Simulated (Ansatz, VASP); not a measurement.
## Two plane-wave programs on Pd

```xyz
5
Lattice="2.7155 0.0000 0.0000 -1.3577 2.3517 0.0000 0.0000 0.0000 24.8687" Properties=species:S:1:pos:R:3 pbc="T T T"
Pd    2.0366    0.3919    8.0104
Pd   -0.6789    1.9597   10.2288
Pd    0.6789    1.1758   12.4343
Pd    2.0366    0.3919   14.6399
Pd   -0.6789    1.9597   16.8583
```

Alike in both runs: task single point; functional LDA; k mesh 15 × 15 × 1; occupations fermi-dirac, width 0.05 eV; no spin polarisation.

|  | VASP | Ansatz |
| --- | --- | --- |
| version | VASP 6.6.1 | Ansatz 0.2.0 |
| potentials or method | VASP PAW LDA potentials, release 64 (Pd) | PAW with Ansatz's default frozen-core files, scalar-relativistic |
| plane-wave cutoff (eV) | 520 | 420 |
| valence electrons in the cell | 50 | 90 |

|  | VASP | Ansatz | Ansatz less VASP |
| --- | --- | --- | --- |
| rms of the force components (eV/Å) | 0.003 | 0.000 | -0.0030 |

LDA's correlation is that of Perdew and Zunger in VASP and of Perdew and Wang (1992) in Ansatz. Atom by atom the forces differ by 0.003 eV/Å (rms over components). VASP's potentials hold 50 valence electrons a cell and Ansatz's 90, so a difference there can come from the potentials and not from the codes.
